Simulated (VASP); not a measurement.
Set up this calculation in VASP 6.6.1, as the native input.

```
Task                   : single point
Functional             : r2SCAN
Potentials or basis    : VASP PAW PBE potentials, release 64 (Zr_sv, S)
Cutoff                 : 520 eV
k mesh                 : 16 × 16 × 16
Occupations            : gaussian, width 0.15 eV
Spin                   : no spin polarisation
Dipole correction      : no
Further INCAR settings : ALGO = Normal; EDIFF = 1e-07; NBANDS = 16
```

The system is ZrS.

```
Zr S
1.0
     0.00000    2.50687    2.62500
     2.74313    0.00000    2.62500
     2.74313    2.50687    0.00000
Zr S
1 1
Direct
  0.00000 0.00000 0.00000
  0.50000 0.50000 0.50000
```

This cell differs from its parent crystal: strain +0.0450 x Voigt [1, -1, 0, 0, 0, 0].

One way to write it, as run:

POSCAR

```
ZrS
1.0
    0.0000000000      2.5068750000      2.6250000000
    2.7431250000      0.0000000000      2.6250000000
    2.7431250000      2.5068750000      0.0000000000
Zr S
1 1
Direct
    0.0000000000      0.0000000000      0.0000000000
    0.5000000000      0.5000000000      0.5000000000
```

INCAR.step1

```
SYSTEM = ZrS
  PREC = Accurate
  ENCUT = 520
  ISMEAR = 0
  SIGMA = 0.15
  LREAL = .FALSE.
  LASPH = .TRUE.
  NELM = 100
  NBANDS = 16
  GGA = PE
  ALGO = Normal
  EDIFF = 1E-4
  LWAVE = .TRUE.
  LCHARG = .FALSE.
```

INCAR.step2

```
SYSTEM = ZrS
  PREC = Accurate
  ENCUT = 520
  EDIFF = 1E-7
  ISMEAR = 0
  SIGMA = 0.15
  LREAL = .FALSE.
  LASPH = .TRUE.
  NELM = 100
  ALGO = Normal
  ISIF = 2
  LWAVE = .FALSE.
  LCHARG = .TRUE.
  METAGGA = R2SCAN
  LMIXTAU = .TRUE.
  LELF = .TRUE.
  LVHAR = .TRUE.
  NBANDS = 16
  ISTART = 1
```

KPOINTS

```
regular mesh
0
G
  16 16 16
  0 0 0
```

Potentials or basis: VASP PAW PBE potentials, release 64 (Zr_sv, S).

The run is started by

```sh
$ cat potpaw_PBE.64/Zr_sv/POTCAR potpaw_PBE.64/S/POTCAR > POTCAR
$ cp INCAR.step1 INCAR
$ mpirun -np 1 vasp_std > vasp.out
$ cp INCAR.step2 INCAR
$ mpirun -np 1 vasp_std > vasp.out
```

It gave:

```json
{"Pressure": "0.4 GPa", "Band gap on the k mesh": "zero (band 9 reaches 12.33 eV, above the bottom of band 10 at 9.43 eV)"}
```

Caveat: the cell differs from its parent crystal (strain +0.0450 x Voigt [1, -1, 0, 0, 0, 0]); the PAW data sets were made with another functional, which shifts forces and pressure a little.

Run time: 34 min on 1 thread of Intel Xeon 8259CL, on a shared host, peak memory 0.45 GiB.
